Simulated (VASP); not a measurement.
Input of a VASP 6.6.1 run:

INCAR

```
SYSTEM = GaN
PREC = Accurate
ENCUT = 520
EDIFF = 1E-7
ISMEAR = 0
SIGMA = 0.01
LREAL = .False.
LASPH = .True.
NELM = 100
ALGO = Normal
ISIF = 2
LWAVE = .False.
LCHARG = .False.
GGA = PE
NBANDS = 16
```

KPOINTS

```
regular mesh
0
Gamma
  8 8 8
  0 0 0
```

Contents of POSCAR:

```
GaN
1.0
    0.0000000000      2.2535010000      2.2535010000
    2.2535010000      0.0000000000      2.2535010000
    2.2535010000      2.2535010000      0.0000000000
Ga N
1 1
Direct
    0.0000000000      0.0000000000      0.0000000000
    0.7500000000      0.7500000000      0.7500000000
```

Potentials or basis: VASP PAW PBE potentials, release 64 (Ga_d, N).

Run with:

```bash
$ cat potpaw_PBE.64/Ga_d/POTCAR potpaw_PBE.64/N/POTCAR > POTCAR
$ mpirun -np 1 vasp_std > vasp.out
```

Question: Estimate the band gap on the k mesh.

Answer: 1.72 eV, direct.

Question: Predict the pressure.

Answer: 5.1 GPa.

Expect the measured gap to be larger: semilocal functionals such as PBE lack the derivative discontinuity.
